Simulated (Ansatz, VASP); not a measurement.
B5As2: VASP beside Ansatz

```xyz
14
Lattice="0.0000 4.2831 4.2831 4.2831 0.0000 4.2831 4.2831 4.2831 0.0000" Properties=species:S:1:pos:R:3 pbc="T T T"
B     2.1416    2.1416    2.1416
B     0.0000    0.0000    0.0000
B     3.1435    3.1435    3.1435
B     7.5644    5.2851    5.2851
B     5.4228    5.4228    3.1435
B     5.2851    7.5644    5.2851
B     3.1435    5.4228    5.4228
B     7.5644    7.5644    7.5644
B     5.4228    3.1435    5.4228
B     5.2851    5.2851    7.5644
As    5.3539    5.3539    5.3539
As    5.3539    3.2124    3.2124
As    3.2124    3.2124    5.3539
As    3.2124    5.3539    3.2124
```

Alike in both runs: task relaxation of cell and atoms; functional PBE; k mesh 8 × 8 × 8; occupations gaussian, width 0.1 eV; no spin polarisation.

|  | VASP | Ansatz |
| --- | --- | --- |
| version | VASP 6.6.1 | Ansatz 0.2.0 |
| potentials or method | VASP PAW PBE potentials, release 64 (B, As), cutoff 600 eV | scalar-relativistic, plane waves, PAW |
| valence electrons in the cell | 50 | 90 |

VASP gave:

```
gap on the k mesh at the Fermi level, each at its own relaxed structure (eV) : none
relaxed volume (Å³/atom)                                                     : 11.27
relaxed cell length with the largest relative difference (Å)                 : 6.064
```

Estimate Ansatz's values.

gap on the k mesh at the Fermi level, each at its own relaxed structure (eV): none; relaxed volume (Å³/atom): 11.23; relaxed cell length with the largest relative difference (Å): 6.059.

A gap of «none» marks a metal or a gap that the smearing closes. VASP's potentials hold 50 valence electrons a cell and Ansatz's 90, so a difference there can come from the potentials and not from the codes.
